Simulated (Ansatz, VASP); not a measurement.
One calculation of C, two programs

File INCAR:

```
SYSTEM = C
PREC = Accurate ; ENCUT = 910
EDIFF = 1E-6 ; ISMEAR = 0
SIGMA = 0.01 ; LREAL = .False.
LASPH = .True. ; NELM = 120
ALGO = Normal ; ISIF = 2
LWAVE = .False. ; LCHARG = .False.
GGA = CA ; NBANDS = 16
GGA_COMPAT = .False.
```

The input KPOINTS:

```
Automatic mesh
0
Gamma
  9 9 6
  0 0 0
```

The input POSCAR:

```
C
1.0
    2.4825110139      0.0000000000      0.0000000000
   -1.2412555070      2.1499176032      0.0000000000
    0.0000000000      0.0000000000      4.1979202822
C
4
Direct
    0.3333333333      0.6666666667     -0.0002181980
    0.6666666667      0.3333333333      0.4997818020
    0.3333333333      0.6666666667      0.3742181980
    0.6666666667      0.3333333333      0.8742181980
```

Input for Ansatz:

```yaml
crystal:
  lattice:
    - [2.4825110139, 0.0, 0.0]
    - [-1.241255507, 2.1499176032, 0.0]
    - [0.0, 0.0, 4.1979202822]
  atoms:
    - { symbol: C, position: [0.3333333333, 0.6666666667, -0.000218198] }
    - { symbol: C, position: [0.6666666667, 0.3333333333, 0.499781802] }
    - { symbol: C, position: [0.3333333333, 0.6666666667, 0.374218198] }
    - { symbol: C, position: [0.6666666667, 0.3333333333, 0.874218198] }
basis:
  ecutwfc: 420
kpoints:
  mp_grid: { grid: [9, 9, 6] }
  band_path:
    path:
      - [0.0, 0.0, 0.0]
      - [0.0, 0.0, 0.0]
      - [0.5, 0.0, 0.0]
      - [0.5, 0.0, 0.0]
      - [0.3333333333, 0.3333333333, 0.0]
      - [0.0, 0.0, 0.5]
      - [0.0047412468, -0.0023706234, 0.0]
      - [-0.0047412468, 0.0023706234, 0.0]
      - [0.0, 0.0, 0.0080174372]
      - [0.0, 0.0, -0.0080174372]
      - [0.0047412468, -0.0023706234, 0.0]
      - [-0.0047412468, 0.0023706234, 0.0]
      - [0.0, 0.0, 0.0080174372]
      - [0.0, 0.0, -0.0080174372]
    npoints: 1
hamiltonian:
  xc: lda
  pseudopotentials: { kind: paw, azcp: { folder: soft_1 } }
scf:
  occupations: { method: fixed }
  n_extra_bands: 6
output:
  forces: true
  stress: true
  eigenvalues: true
```

Alike in both runs: task single point; functional LDA; k mesh 9 × 9 × 6; no spin polarisation.

|  | VASP | Ansatz |
| --- | --- | --- |
| version | VASP 6.6.1 | Ansatz 0.2.0 |
| potentials or method | VASP PAW LDA potentials, release 64 (C_h), cutoff 910 eV | scalar-relativistic, plane waves, PAW |
| occupations | gaussian, width 0.01 eV | fixed |
| valence electrons in the cell | 16 | 16 |

Ansatz gave:

- gap on the k mesh at the Fermi level (eV): 3.07
- least direct gap on the mesh (eV): 4.89
- rms of the force components (eV/Å): 0.001

What did VASP give for the same quantities?

gap on the k mesh at the Fermi level (eV): 3.05; least direct gap on the mesh (eV): 4.90; rms of the force components (eV/Å): 0.004.

Ansatz warns that its potentials were made for another functional, while VASP's fit it. LDA's correlation is that of Perdew and Zunger in VASP and of Perdew and Wang (1992) in Ansatz. Atom by atom the forces differ by 0.003 eV/Å (rms over components).

Noted on VASP's run: the cutoff is short for stress, so the pressure is rough.
